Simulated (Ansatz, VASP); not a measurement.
## Sb: VASP beside Ansatz

The input POSCAR:

```
Sb
1.0
    3.1224020000      0.0000000000      0.0000000000
    0.0000000000      4.3475180000      0.0000000000
   -0.0389150000      0.0000000000      4.4058520000
Sb
2
Direct
    0.0113890000      0.2500000000      0.2411660000
    0.9886110000      0.7500000000      0.7588340000
```

The input INCAR.step1:

```
SYSTEM = Sb
  PREC = Accurate
  ENCUT = 520
  EDIFF = 1E-5
  ISMEAR = -1
  SIGMA = 0.05
  LREAL = .False.
  LASPH = .True.
  NELM = 60
  ALGO = Normal
  ISIF = 2
  LWAVE = .True.
  LCHARG = .False.
  GGA = PE
  NBANDS = 12
```

INCAR.step2

```
SYSTEM = Sb
  PREC = Accurate
  ENCUT = 520
  EDIFF = 1E-6
  ISMEAR = -1
  SIGMA = 0.05
  LREAL = .False.
  LASPH = .True.
  NELM = 60
  ALGO = Normal
  ISIF = 2
  LWAVE = .False.
  LCHARG = .False.
  GGA = PE
  LHFCALC = .True.
  AEXX = 0.25
  PRECFOCK = Normal
  ISTART = 1
  NBANDS = 12
```

KPOINTS

```
Automatic mesh
0
Gamma
  6 4 4
  0 0 0
```

File input.yaml:

```yaml
crystal:
  lattice:
    - [3.122402, 0.0, 0.0]
    - [0.0, 4.347518, 0.0]
    - [-0.038915, 0.0, 4.405852]
  atoms:
    - { symbol: Sb, position: [0.011389, 0.25, 0.241166] }
    - { symbol: Sb, position: [0.988611, 0.75, 0.758834] }
kpoints:
  mp_grid: { grid: [6, 4, 4] }
scf:
  occupations: { method: fermi_dirac, width: 0.05 }
hamiltonian:
  xc: pbe0
  pseudopotentials: { kind: all_electron, datasets: crystal }
output:
  forces: true
  stress: true
```

Alike in both runs: task single point; functional PBE0; k mesh 6 × 4 × 4; occupations fermi-dirac, width 0.05 eV; no spin polarisation.

|  | VASP | Ansatz |
| --- | --- | --- |
| version | VASP 6.6.1 | Ansatz 0.2.0 |
| potentials or method | VASP PAW PBE potentials, release 64 (Sb), cutoff 520 eV | all-electron PAW datasets made for the crystal |

Ansatz gave:

```
gap on the k mesh at the Fermi level (eV)                     : none
pressure (GPa)                                                : -1.4
traceless stress, the component that is largest in VASP (GPa) : -5.14
rms of the force components (eV/Å)                            : 0.037
```

Question: Which values does VASP return?

Answer: gap on the k mesh at the Fermi level (eV): none; pressure (GPa): -2.5; traceless stress, the component that is largest in VASP (GPa): -5.13; rms of the force components (eV/Å): 0.047.

Atom by atom the forces differ by 0.010 eV/Å (rms over components). A gap of «none» marks a metal or a gap that the smearing closes. Ansatz ran all-electron here, and VASP with PAW potentials.

The k mesh is coarse, so the values compare programs but aren't converged. Neither program's run includes spin-orbit coupling. Noted on Ansatz's run: the k mesh is thin for a metal, which can move the energy by tens of meV per atom; the program warned that the printed levels may be off, so bands, gaps and densities of states are rough.
